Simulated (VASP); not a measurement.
**EuMn: single point with PBEsol**

EuMn:

```
CELL_PARAMETERS angstrom
3.47109 0.00000 0.00000
0.00000 3.47109 0.00000
0.00000 0.00000 3.47109
ATOMIC_POSITIONS crystal
Eu 0.00000 0.00000 0.00000
Mn 0.50000 0.50000 0.50000
```

This cell differs from its parent crystal: volume scaled by 0.960.

```json
{"Program": "VASP 6.6.1", "Task": "single point", "Functional": "PBEsol", "Potentials or basis": "VASP PAW PBE potentials, release 64 (Eu, Mn_pv)", "Cutoff": "520 eV", "k mesh": "8 × 8 × 8", "Occupations": "gaussian, width 0.05 eV", "Spin": "collinear spin, ferrimagnetic start", "Starting moments": "[7.38, -3.85] μB", "Dipole correction": "no", "Further INCAR settings": "ALGO = Normal; EDIFF = 1e-07; NBANDS = 26"}
```

```yaml
Pressure: 1.9 GPa
Net_moment: 3.58 μB per cell
Site_moments: Eu +6.57; Mn -3.40 μB
Valence_electrons_inside_the_program's_atomic_spheres: Eu 14.82; Mn 11.56
```

Levels at points of the mesh, in eV from the Fermi level:
Spin up:
```
           k point  band 14  band 15  band 16  band 17  band 18  band 19  band 20  band 21
(0.00, 0.00, 0.00)    -0.56    -0.56    -0.56    -0.50     0.92     0.92     0.92     2.85
(0.50, 0.00, 0.00)    -0.67    -0.42    -0.42     0.49     0.50     1.17     1.17     1.51
(0.50, 0.50, 0.00)    -0.56    -0.41    -0.41    -0.15    -0.15     1.65     1.74     2.11
(0.50, 0.50, 0.50)    -0.59    -0.44    -0.44    -0.44     0.48     0.48     0.48     1.68
```
Spin down:
| k point | band 11 | band 12 | band 13 | band 14 | band 15 | band 16 |
| --- | --- | --- | --- | --- | --- | --- |
| (0.00, 0.00, 0.00) | -2.03 | -2.03 | -2.03 | 2.30 | 2.30 | 3.87 |
| (0.50, 0.00, 0.00) | -2.09 | -2.05 | -1.95 | -0.45 | 1.73 | 3.10 |
| (0.50, 0.50, 0.00) | -2.51 | -1.47 | -0.72 | 1.95 | 1.95 | 2.86 |
| (0.50, 0.50, 0.50) | -1.45 | -1.45 | -0.98 | -0.98 | -0.98 | 2.09 |

It took 2.1 min on 1 thread of Intel(R) Xeon(R) Platinum 8259CL CPU @ 2.50GHz (Skylake/Cascade Lake) (shared host), peak memory 0.22 GiB.

Caveat: the PAW data sets were made with another functional, which shifts forces and pressure a little; spin-orbit coupling is left out, which moves the levels of the heavy elements; without U or exact exchange the open f shell lies at the Fermi level, which spoils levels, moments and volumes. The state reached can hang on the start; a lower one may exist.
